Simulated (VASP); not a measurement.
Runs of VASP 6.6.1 on GaP. The structure is that of space group I-4m2 (No. 119), or close to it. The cells are those of the table. 

```tsv
cell	gap on the mesh (eV)	pressure (GPa)
a = 3.868, b = 3.868, c = 3.946 Å, angles 59.3, 59.3, 61.3°, 2 atoms	1.27	0.0
a = 3.814, b = 3.814, c = 4.109 Å, angles 57.4, 57.4, 65.2°, 2 atoms	0.25	-0.5
a = 4.335, b = 4.335, c = 3.401 Å, angles 66.9, 66.9, 46.2°, 2 atoms	none	(b)
a = 3.790, b = 3.790, c = 4.494 Å, angles 53.6, 53.6, 72.7°, 2 atoms	none	(a)
a = 3.784, b = 3.784, c = 4.370 Å, angles 54.7, 54.7, 70.5°, 2 atoms	none	-2.8
```

Alike in all rows: task single point; level PBE; potentials or basis VASP PAW PBE potentials, release 64 (Ga_d, P); no spin polarisation; k mesh 10 × 10 × 10; cutoff (eV) 520; smearing gaussian 0.05 eV.

Question: Estimate the missing entries.

Answer: (a) -4.1; (b) -0.7.

A k mesh can miss the band edges, and the runs leave out spin-orbit coupling on Ga.

A gap of «none» marks levels without a gap at the run's occupations.
